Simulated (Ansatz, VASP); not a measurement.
One calculation of Hf, two programs

Contents of INCAR:

```
PREC = Accurate ; ENCUT = 600
EDIFF = 1E-6 ; ISMEAR = -1
SIGMA = 0.1 ; LREAL = False
LASPH = True ; NELM = 80
ALGO = Normal ; ISIF = 3
LWAVE = False ; LCHARG = False
GGA = B5 ; ALDAX = 1.0
AGGAX = 1.0 ; AGGAC = 1.0
ALDAC = 0.0 ; IBRION = 2
NSW = 80 ; EDIFFG = -0.01
```

File KPOINTS:

```
regular mesh
0
Gamma
  11 11 3
```

Contents of POSCAR:

```
Hf
1.0
    3.1631972627      0.0000000000      0.0000000000
   -1.5815986313      2.7394091867      0.0000000000
    0.0000000000      0.0000000000     10.3310022599
Hf
4
Direct
    0.0000000000      0.0000000000      0.0000000000
    0.0000000000      0.0000000000      0.5000000000
    0.3333333333      0.6666666667      0.2500000000
    0.6666666667      0.3333333333      0.7500000000
```

Input for Ansatz:

```yaml
crystal:
  lattice:
    - [3.1631972627, 0.0, 0.0]
    - [-1.5815986313, 2.7394091867, 0.0]
    - [0.0, 0.0, 10.3310022599]
  atoms:
    - { symbol: Hf, position: [0.0, 0.0, 0.0] }
    - { symbol: Hf, position: [0.0, 0.0, 0.5] }
    - { symbol: Hf, position: [0.3333333333, 0.6666666667, 0.25] }
    - { symbol: Hf, position: [0.6666666667, 0.3333333333, 0.75] }
hamiltonian:
  xc: blyp
  pseudopotentials:
    kind: paw
    azcp:
      Hf: "pseudopotentials/Hf.paw.azcp"
basis:
  ecutwfc: 420
  fft_grid_basis: typed
kpoints:
  mp_grid: { grid: [11, 11, 3], shift: [0, 0, 0] }
magnetization:
  spin_polarized: false
scf:
  occupations: { method: fermi_dirac, width: 0.1 }
relax:
  max_steps: 60
  f_tol: 0.01
  cell: {}
```

Alike in both runs: task relaxation of cell and atoms; functional BLYP; k mesh 11 × 11 × 3; occupations fermi-dirac, width 0.1 eV; no spin polarisation.

|  | VASP | Ansatz |
| --- | --- | --- |
| version | VASP 6.6.1 | Ansatz 0.2.0 |
| potentials or method | VASP PAW PBE potentials, release 64 (Hf_pv), cutoff 600 eV | plane waves (420 eV) with PAW, scalar-relativistic |
| valence electrons in the cell | 40 | 104 |

Ansatz gave:

| Property | Result |
| --- | --- |
| relaxed volume (Å³/atom) | 23.27 |
| relaxed length of the cell vector where the two differ most in proportion (Å) | 3.227 |

Question: What did VASP give for the same quantities?

Answer: Relaxed volume (Å³/atom): 23.25; relaxed length of the cell vector where the two differ most in proportion (Å): 3.227.

VASP's potentials were made for PBE, not for BLYP. VASP's potentials hold 40 valence electrons a cell and Ansatz's 104, so a difference there can come from the potentials and not from the codes.

Neither program's run includes spin-orbit coupling.
